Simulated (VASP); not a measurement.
MgO (CsCl type): relaxation of cell and atoms with PBE

The system is MgO (CsCl type).

```xyz
2
Lattice="2.4374 0.0000 0.0000 0.0000 2.4374 0.0000 0.0000 0.0000 2.4374" Properties=species:S:1:pos:R:3 pbc="T T T"
Mg    0.0000    0.0000    0.0000
O     1.2187    1.2187    1.2187
```

```json
{
 "Program": "VASP 6.6.1",
 "Task": "relaxation of cell and atoms",
 "Functional": "PBE",
 "Potentials or basis": "VASP PAW PBE potentials, release 64 (Mg, O)",
 "Cutoff": "600 eV",
 "k mesh": "15 × 15 × 15",
 "Occupations": "fermi-dirac, width 0.08 eV",
 "Spin": "no spin polarisation",
 "Target pressure": "62 GPa",
 "Dipole correction": "no",
 "Further INCAR settings": "ALGO = Normal; EDIFF = 1e-07; IBRION = 2; EDIFFG = -0.005; NSW = 32; ISIF = 3"
}
```

```json
{"Relaxed volume": "7.22 Å³/atom", "Relaxed cell": "a = 2.435 Å, b = 2.435 Å, c = 2.435 Å, α = 90.00°, β = 90.00°, γ = 90.00°", "Space group after relaxing (to 0.05 Å)": "Pm-3m (No. 221)", "Energy change on relaxing (the enthalpy is what falls)": "+7.0 meV/atom", "Ionic steps": "3", "Pressure after relaxing": "62.0 GPa", "Band gap on the k mesh": "5.10 eV, indirect (least direct gap 5.99 eV)"}
```

The path:
```csv
step,energy change (eV),largest force (eV/Å),pressure (GPa),volume (Å³)
1,0.0000,0.0000,61.09,14.48
2,0.0334,0.0000,63.28,14.40
3,0.0139,0.0000,62.01,14.44
```

Final structure:
```cif
data_structure
_symmetry_space_group_name_H-M 'P 1'
_symmetry_Int_Tables_number 1
_cell_length_a 2.4354
_cell_length_b 2.4354
_cell_length_c 2.4354
_cell_angle_alpha 90.000
_cell_angle_beta 90.000
_cell_angle_gamma 90.000
_cell_volume 14.44
loop_
_atom_site_label
_atom_site_type_symbol
_atom_site_fract_x
_atom_site_fract_y
_atom_site_fract_z
_atom_site_occupancy
Mg1 Mg 0.00000 0.00000 0.00000 1
O1 O 0.50000 0.50000 0.50000 1
```

Levels at points of the mesh, in eV from the valence-band top:
```
           k point  band 2  band 3  band 4  band 5  band 6  band 7
(0.00, 0.00, 0.00)   -1.28   -1.28   -1.28    5.10   10.83   10.83
```

Wall time 19 s on 1 thread of AMD EPYC 9R45 96-Core Processor (Zen 5), with other jobs on the host, peak memory 0.11 GiB.

Caveat: the cell is relaxed towards a set pressure, so the enthalpy falls and the energy may rise. A k mesh can miss the band edges.
